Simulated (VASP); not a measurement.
# SiC (P-6m2) in VASP: a series of runs

The runs below take SiC through relaxation of cell and atoms, with PBE.

All numbers are computed with VASP 6.6.1; they aren't measurements. Logs are shortened: lines on timing, memory, paths and dates and some standing lists are left out, and cuts for length are marked.

## (1) The cell of the first run

It takes space group P-6m2 (No. 187, hexagonal). The conventional cell has a = 3.096 Å, b = 3.096 Å, c = 4.637 Å, α = 90.00°, β = 90.00°, γ = 120.00°. Within 2.4 Å of Si (site symmetry -6m2) lie 3 C at 1.79 Å. C (site symmetry -6m2) has 3 Si at 1.79 Å within 2.4 Å.

## (2) Relaxation of cell and atoms, PBE

File INCAR:

```
PREC     = Accurate       # precision mode
ENCUT    = 600            # plane-wave cutoff, eV
EDIFF    = 1E-7           # SCF threshold, eV
ISMEAR   = 0              # smearing method
SIGMA    = 0.02           # smearing width, eV
LREAL    = False          # projectors in reciprocal space
LASPH    = True           # aspherical terms in the spheres
NELM     = 100            # most SCF steps
ALGO     = Normal         # electronic algorithm
ISIF     = 3              # what is computed and relaxed
LWAVE    = False          # write WAVECAR
LCHARG   = False          # write CHGCAR
GGA      = PE             # functional
IBRION   = 2              # ionic algorithm
NSW      = 100            # ionic steps
EDIFFG   = -0.01          # ionic threshold
```

File KPOINTS:

```
regular mesh
0
Gamma
  12 12 6
```

File POSCAR:

```
SiC
1.0
    3.0961682432      0.0000000000      0.0000000000
   -1.5480841216      2.6813603530      0.0000000000
    0.0000000000      0.0000000000      4.6371672645
Si C
1 1
Direct
    0.3333333333      0.6666666667      0.0000000000
    0.6666666667      0.3333333333      0.0000000000
```

Potentials or basis: VASP PAW PBE potentials, release 64 (Si, C).

The run is started by

```sh
> cat potpaw_PBE.64/Si/POTCAR potpaw_PBE.64/C/POTCAR > POTCAR
> mpirun -np 1 vasp_std > vasp.out
```

OUTCAR:

```text
PREC = Accurate
   ENCUT = 600
   EDIFF = 1E-7
   ISMEAR = 0
   LREAL = False
   LASPH = True
   NELM = 100
   ISIF = 3
   GGA = PE
   IBRION = 2
   NSW = 100
   EDIFFG = -0.01

 ion  position               nearest neighbor table
   1  0.333  0.667  0.000-   2 1.79   2 1.79   2 1.79
   2  0.667  0.333  0.000-   1 1.79   1 1.79   1 1.79

  LATTYP: Found a hexagonal cell.
 ALAT       =     3.0961682432
 C/A-ratio  =     1.4977116553

  Lattice vectors:

 A1 = (   3.0961682432,   0.0000000000,   0.0000000000)
 A2 = (  -1.5480841216,   2.6813603530,   0.0000000000)
 A3 = (   0.0000000000,   0.0000000000,   4.6371672645)

Analysis of symmetry for initial positions (statically):
=====================================================================
 Subroutine PRICEL returns:
 Original cell was already a primitive cell.

 Routine SETGRP: Setting up the symmetry group for a
 hexagonal supercell.

 Subroutine GETGRP returns: Found 12 space group operations
 (whereof 12 operations were pure point group operations)
 out of a pool of 24 trial point group operations.

The static configuration has the point symmetry D_3h.

Analysis of symmetry for dynamics (positions and initial velocities):
=====================================================================
 Subroutine PRICEL returns:
 Original cell was already a primitive cell.

 Routine SETGRP: Setting up the symmetry group for a
 hexagonal supercell.

 Subroutine GETGRP returns: Found 12 space group operations
 (whereof 12 operations were pure point group operations)
 out of a pool of 24 trial point group operations.

The dynamic configuration has the point symmetry D_3h.

 Subroutine INISYM returns: Found 12 space group operations
 (whereof 12 operations are pure point group operations),
 and found     1 'primitive' translations

----------------------------------------------------------------------------------------

                                     Primitive cell

  volume of cell :      38.4975

  direct lattice vectors                    reciprocal lattice vectors
     3.096168243  0.000000000  0.000000000     0.322979865  0.186472512  0.000000000
    -1.548084122  2.681360353  0.000000000     0.000000000  0.372945024  0.000000000
[... 105 lines left out ...]
     AMIX_MAG =   1.60;   BMIX_MAG =  1.00
  volume/ion in A,a.u.               =      19.25       129.90
  Fermi-wavevector in a.u.,A,eV,Ry     =   0.969678  1.832425 12.793211  0.940274
  Thomas-Fermi vector in A             =   2.099750
   LORBIT       =      0    0 simple, 1 ext, 2 COOP (PROOUT), +10 PAW based schemes
   GGA     = PE    functional components
   LHFCALC =     F    Hartree Fock is set to
   AEXX    =    0.0000 exact exchange contribution
   IVDW    =     0    specifies the selected vdW correction
   LEPSILON=     F    determine dielectric tensor
   LRPA    =     F    only Hartree local field effects (RPA)
 conjugate gradient relaxation of ions
 non-spin polarized calculation
 Gauss-broadening in eV      SIGMA  =   0.02
  energy-cutoff  :      600.00
  volume of cell :       38.50
 maximum number of plane-waves:      1303
 NGX is ok and might be reduce to    28
   NGX = 13   NGY = 13   NGZ = 19

--------------------------------------- Ionic step        1  -------------------------------------------

 number of electron       8.0000000 magnetization

 Free energy of the ion-electron system (eV)
  ---------------------------------------------------
  ext. energy  EPLUGINS =         0.00000000
  ---------------------------------------------------
  free energy    TOTEN  =       -14.05569889 eV

  energy without entropy =      -14.05569889  energy(sigma->0) =      -14.05569889

------------------------ aborting loop because EDIFF is reached ----------------------------------------

  FORCE on cell =-STRESS in cart. coord.  units (eV):
  Direction    XX          YY          ZZ          XY          YZ          ZX
  --------------------------------------------------------------------------------------
  -------------------------------------------------------------------------------------
  Total       -0.0274736     -0.0274736      0.0354589      0.0000000     -0.0000000      0.0000000
  in kB       -1.1433880     -1.1433880      1.4757199      0.0000000     -0.0000000      0.0000000
  external PRESSURE =      -0.2703520 kB  Pullay stress =       0.0000000 kB
[... 89 lines left out ...]
  FREE ENERGIE OF THE ION-ELECTRON SYSTEM (eV)
  ---------------------------------------------------
  free  energy   TOTEN  =       -14.0557210172 eV

  energy  without entropy=      -14.0557210172  energy(sigma->0) =      -14.05572102

[... ionic steps 4 to 7 ...]

--------------------------------------- Ionic step        8  -------------------------------------------

 number of electron       8.0000000 magnetization

------------------------ aborting loop because EDIFF is reached ----------------------------------------
[... 67 lines left out ...]
--------------------------------------- Ionic step       10  -------------------------------------------

 number of electron       8.0000000 magnetization

 Free energy of the ion-electron system (eV)
  ---------------------------------------------------
  ext. energy  EPLUGINS =         0.00000000
  ---------------------------------------------------
  free energy    TOTEN  =       -14.05663008 eV

  energy without entropy =      -14.05663008  energy(sigma->0) =      -14.05663008

 E-fermi :   1.9693     XC(G=0):  -7.6766

 val. band max:        1.8716707525   @ k =   0.3333   0.3333   0.0000
 cond. band min:       3.9386255772   @ k =   0.5000   0.0000   0.5000
 fundamental gap:      2.0669548246
 Fermi energy:         1.9692840813

 k-point     1 :       0.0000    0.0000    0.0000
  band No.  band energies     occupation
      1     -11.9375      2.00000
      2      -1.7183      2.00000
      3       0.4266      2.00000
      4       0.4266      2.00000
      5       4.1669      0.00000
      6       8.9617      0.00000
      7       9.2552      0.00000
      8       9.2552      0.00000
[... 243 lines left out ...]
 k-point    24 :       0.3333    0.0000    0.1667
  band No.  band energies     occupation
      1     -10.2032      2.00000
      2      -4.2399      2.00000
      3      -0.7854      2.00000
      4      -0.0877      2.00000
      5       5.7343      0.00000
      6       6.3744      0.00000
      7       8.0021      0.00000
      8      12.0468      0.00000

 [... further k-points ...]
[... 5 lines left out ...]
  --------------------------------------------------------------------------------------
  -------------------------------------------------------------------------------------
  Total       -0.0159120     -0.0159120      0.0085778      0.0000000      0.0000000      0.0000000
  in kB       -0.6325247     -0.6325247      0.3409810      0.0000000      0.0000000      0.0000000
  external PRESSURE =      -0.3080228 kB  Pullay stress =       0.0000000 kB
[... 17 lines left out ...]
  FREE ENERGIE OF THE ION-ELECTRON SYSTEM (eV)
  ---------------------------------------------------
  free  energy   TOTEN  =       -14.0566300825 eV

  energy  without entropy=      -14.0566300825  energy(sigma->0) =      -14.05663008

 reached required accuracy - stopping structural energy minimisation
```

OSZICAR:

```text
N       E                     dE             d eps       ncg     rms          rms(c)
DAV:   1     0.199994080320E+02    0.19999E+02   -0.39603E+03  1216   0.915E+02
DAV:   2    -0.153911573512E+02   -0.35391E+02   -0.34306E+02  1696   0.124E+02
DAV:   3    -0.168335795153E+02   -0.14424E+01   -0.14424E+01  1480   0.317E+01
[... 88 lines left out ...]
DAV:   3    -0.140566684044E+02    0.15748E-03   -0.33905E-04  1528   0.114E-01    0.198E-02
DAV:   4    -0.140566317955E+02    0.36609E-04   -0.79673E-05  1688   0.520E-02    0.114E-02
DAV:   5    -0.140566298915E+02    0.19040E-05   -0.11988E-05  1688   0.186E-02    0.740E-03
DAV:   6    -0.140566299964E+02   -0.10488E-06   -0.19551E-06  1248   0.108E-02    0.197E-03
DAV:   7    -0.140566300825E+02   -0.86177E-07   -0.64832E-08  1728   0.214E-03
  10 F= -.14056630E+02 E0= -.14056630E+02  d E =-.129678E-03
```

CONTCAR:

```text
SiC
   1.00000000000000
     3.0960847480831175    0.0000000000000000    0.0000000000000000
    -1.5480423740415588    2.6812880441076890    0.0000000000000000
    -0.0000000000000000   -0.0000000000000000    4.8551316221382494
  Si              C
     1     1
Direct
     0.3333333332999970    0.6666666667000030    0.0000000000000000
     0.6666666667000030    0.3333333332999970    1.0000000000000000

  0.00000000E+00  0.00000000E+00  0.00000000E+00
  0.00000000E+00  0.00000000E+00  0.00000000E+00
```

Wall time 2 min (1 thread of AMD EPYC 9R45 (Zen 5), shared host); peak memory 0.14 GiB.

Results:

- Free energy: -14.0566 eV
- Relaxed volume: 20.15 Å³/atom
- Relaxed cell: a = 3.096 Å, b = 3.096 Å, c = 4.855 Å, α = 90.00°, β = 90.00°, γ = 120.00°
- Space group after relaxing (to 0.05 Å): P-6m2 (No. 187)
- Energy gained by relaxing: 0.5 meV/atom
- Ionic steps: 10
- Pressure after relaxing: 0.0 GPa
- Band gap on the k mesh: 2.07 eV, indirect (least direct gap 2.34 eV)

Stress tensor (GPa, compression positive):
```
-0.06  0.00  0.00
 0.00 -0.06  0.00
 0.00  0.00  0.03
```

Step by step:
```csv
step,energy change (eV),largest force (eV/Å),pressure (GPa),volume (Å³)
1,0.0000,0.0000,-0.03,38.50
2,0.0000,0.0000,0.19,38.48
3,0.0000,0.0000,0.12,38.49
4,-0.0001,0.0000,0.12,38.52
5,-0.0001,0.0000,0.13,38.62
6,-0.0003,0.0000,0.16,38.82
7,-0.0005,0.0000,0.20,39.22
8,-0.0008,0.0000,0.29,40.03
9,-0.0009,0.0000,0.21,40.10
10,-0.0009,0.0000,-0.03,40.30
```

Final structure:
```yaml
crystal:
  lattice:
    - [3.09608, 0.00000, 0.00000]
    - [-1.54804, 2.68129, 0.00000]
    - [0.00000, 0.00000, 4.85513]
  atoms:
    - { symbol: Si, position: [0.33333, 0.66667, 0.00000] }
    - { symbol: C, position: [0.66667, 0.33333, 0.00000] }
```

A k mesh can miss the band edges. PBE gaps usually lie below the measured ones, often by a third to a half.

## (3) Relaxation of cell and atoms, PBE

This run uses another cell than the first one, of 20.81 Å³/atom, 1.081 times its volume.

File INCAR:

```
SYSTEM = SiC
PREC     = Accurate       ! precision mode
ENCUT    = 600            ! plane-wave cutoff, eV
EDIFF    = 1E-7           ! SCF threshold, eV
ISMEAR   = 0              ! smearing method
SIGMA    = 0.02           ! smearing width, eV
LREAL    = .FALSE.        ! projectors in reciprocal space
LASPH    = .TRUE.         ! aspherical terms in the spheres
NELM     = 80             ! most SCF steps
ALGO     = Normal         ! electronic algorithm
ISIF     = 3              ! what is computed and relaxed
LWAVE    = .FALSE.        ! write WAVECAR
LCHARG   = .FALSE.        ! write CHGCAR
GGA      = PE             ! functional
IBRION   = 2              ! ionic algorithm
NSW      = 100            ! ionic steps
EDIFFG   = -0.01          ! ionic threshold
```

File KPOINTS:

```
regular mesh
0
G
  12 12 6
  0 0 0
```

File POSCAR:

```
SiC
1.0
    3.0966243104      0.0000000000      0.0000000000
   -1.5483121552      2.6817553188      0.0000000000
    0.0000000000      0.0000000000      5.0123722027
Si C
1 1
Direct
    0.3333333333      0.6666666667      0.0000000000
    0.6666666667      0.3333333333      0.0000000000
```

Potentials or basis: VASP PAW PBE potentials, release 64 (Si, C).

The run is started by

```sh
> cat potpaw_PBE.64/Si/POTCAR potpaw_PBE.64/C/POTCAR > POTCAR
> mpirun -np 1 vasp_std > vasp.out
```

It took 49 s on 1 thread of AMD EPYC 9R45 (Zen 5), shared host; peak memory 0.15 GiB.

It converged, with:

```yaml
Free_energy: -14.0578 eV
Relaxed_volume: 20.80 Å³/atom
Relaxed_cell: a = 3.096 Å, b = 3.096 Å, c = 5.012 Å, α = 90.00°, β = 90.00°, γ = 120.00°
Space_group_after_relaxing_to_0.05_Å: P-6m2 (No. 187)
Energy_gained_by_relaxing: 0.0 meV/atom
Ionic_steps: 3
Pressure_after_relaxing: 0.0 GPa
Band_gap_on_the_k_mesh: 2.15 eV, indirect (least direct gap 2.38 eV)
```

Final structure:
```
CELL_PARAMETERS angstrom
3.09557 0.00000 0.00000
-1.54778 2.68084 0.00000
0.00000 0.00000 5.01190
ATOMIC_POSITIONS crystal
Si 0.33333 0.66667 0.00000
C 0.66667 0.33333 0.00000
```

Levels at points of the mesh, in eV from the valence-band top:
| k point | band 2 | band 3 | band 4 | band 5 | band 6 | band 7 |
| --- | --- | --- | --- | --- | --- | --- |
| (0.00, 0.00, 0.00) | -3.62 | -1.42 | -1.42 | 2.34 | 7.03 | 7.42 |
| (0.50, 0.00, 0.00) | -7.97 | -2.94 | -0.66 | 2.78 | 3.66 | 7.28 |
| (0.00, 0.00, 0.50) | -4.07 | -1.42 | -1.42 | 4.59 | 5.72 | 7.44 |
| (0.50, 0.00, 0.50) | -7.95 | -2.94 | -0.90 | 2.15 | 3.85 | 9.28 |

A k mesh can miss the band edges. A hybrid or GW would open this gap; PBE tends to underestimate it.

## (4) Relaxation of cell and atoms, PBE

File INCAR:

```
PREC     = Accurate       # precision mode
ENCUT    = 910            # plane-wave cutoff, eV
EDIFF    = 1E-7           # SCF threshold, eV
ISMEAR   = 0              # smearing method
SIGMA    = 0.02           # smearing width, eV
LREAL    = False          # projectors in reciprocal space
LASPH    = True           # aspherical terms in the spheres
NELM     = 120            # most SCF steps
ALGO     = Normal         # electronic algorithm
ISIF     = 3              # what is computed and relaxed
LWAVE    = False          # write WAVECAR
LCHARG   = False          # write CHGCAR
GGA      = PE             # functional
IBRION   = 2              # ionic algorithm
NSW      = 100            # ionic steps
EDIFFG   = -0.01          # ionic threshold
GGA_COMPAT= False        
NELMIN   = 4
```

File KPOINTS:

```
regular mesh
0
Gamma
  12 12 6
```

File POSCAR:

```
SiC
1.0
    3.0961682432      0.0000000000      0.0000000000
   -1.5480841216      2.6813603530      0.0000000000
    0.0000000000      0.0000000000      4.6371672645
Si C
1 1
Direct
    0.3333333333      0.6666666667      0.0000000000
    0.6666666667      0.3333333333      0.0000000000
```

Potentials or basis: VASP PAW PBE potentials, release 64 (Si, C_h).

The run is started by

```sh
> cat potpaw_PBE.64/Si/POTCAR potpaw_PBE.64/C_h/POTCAR > POTCAR
> mpirun -np 1 vasp_std > vasp.out
```

Run time: 2.6 min. Hardware: 1 thread of AMD EPYC 9R45 (Zen 5), shared host; peak memory 0.21 GiB.

It converged, with:

* Free energy: -14.0629 eV
* Relaxed volume: 19.88 Å³/atom
* Relaxed cell: a = 3.095 Å, b = 3.095 Å, c = 4.791 Å, α = 90.00°, β = 90.00°, γ = 120.00°
* Space group after relaxing (to 0.05 Å): P-6m2 (No. 187)
* Energy gained by relaxing: 0.3 meV/atom
* Ionic steps: 11
* Pressure after relaxing: 0.0 GPa
* Band gap on the k mesh: 2.03 eV, indirect (least direct gap 2.32 eV)

The path:
| step | energy change (eV) | largest force (eV/Å) | pressure (GPa) | volume (Å³) |
| --- | --- | --- | --- | --- |
| 1 | 0.0000 | 0.0000 | -0.03 | 38.50 |
| 2 | 0.0000 | 0.0000 | 0.22 | 38.47 |
| 3 | 0.0000 | 0.0000 | 0.12 | 38.48 |
| 4 | -0.0001 | 0.0000 | 0.12 | 38.53 |
| 5 | -0.0002 | 0.0000 | 0.12 | 38.66 |
| 6 | -0.0004 | 0.0000 | 0.11 | 38.91 |
| 7 | -0.0006 | 0.0000 | 0.10 | 39.43 |
| 8 | -0.0004 | 0.0000 | 0.09 | 40.45 |
| 9 | -0.0006 | 0.0000 | 0.10 | 39.72 |
| 10 | 0.0011 | 0.0000 | -1.21 | 40.16 |
| 11 | -0.0006 | 0.0000 | 0.00 | 39.75 |

Final structure:
```yaml
crystal:
  lattice:
    - [3.09539, 0.00000, 0.00000]
    - [-1.54769, 2.68069, 0.00000]
    - [0.00000, 0.00000, 4.79093]
  atoms:
    - { symbol: Si, position: [0.33333, 0.66667, 0.00000] }
    - { symbol: C, position: [0.66667, 0.33333, 0.00000] }
```

Levels at points of the mesh, in eV from the valence-band top:
```csv
k point,band 1,band 2,band 3,band 4,band 5,band 6,band 7,band 8
"(0.00, 0.00, 0.00)",-13.83,-3.58,-1.46,-1.46,2.27,7.13,7.37,7.37
"(0.50, 0.00, 0.00)",-10.87,-8.02,-2.98,-0.65,2.85,3.59,7.20,8.69
"(0.00, 0.00, 0.50)",-13.79,-4.18,-1.45,-1.45,4.74,5.95,7.41,7.41
"(0.50, 0.00, 0.50)",-10.85,-7.98,-2.97,-0.99,2.03,3.84,9.31,9.69
```

Caveat: the cutoff is under 1.25 times the usual one of these potentials, so pressure, stress and relaxed cells hold a basis-set (Pulay) error. A k mesh can miss the band edges.

## (5) Summary

| potentials or basis | cell | cutoff (eV) | second run | gap on the mesh (eV) | pressure (GPa) | relaxed volume (Å³/atom) |
| --- | --- | --- | --- | --- | --- | --- |
| VASP PAW PBE potentials, release 64 (Si, C) | relaxed from a = 3.096, b = 3.096, c = 4.637 Å, angles 90.0, 90.0, 120.0°, 2 atoms | 600 | - | 2.07 | 0.0 | 20.15 |
| VASP PAW PBE potentials, release 64 (Si, C) | relaxed from a = 3.097, b = 3.097, c = 5.012 Å, angles 90.0, 90.0, 120.0°, 2 atoms | 600 | - | 2.15 | 0.0 | 20.80 |
| VASP PAW PBE potentials, release 64 (Si, C_h) | relaxed from a = 3.096, b = 3.096, c = 4.637 Å, angles 90.0, 90.0, 120.0°, 2 atoms | 910 | hard_potentials | 2.03 | 0.0 | 19.88 |

Alike in all rows: task relaxation of cell and atoms; level PBE; no spin polarisation; k mesh 12 × 12 × 6; smearing gaussian 0.02 eV.

Caveats: the cutoff is under 1.25 times the usual one of these potentials, so pressure, stress and relaxed cells hold a basis-set (Pulay) error (some runs).

Total energies depend on the potentials used, so only differences within one code and one set of settings carry meaning.
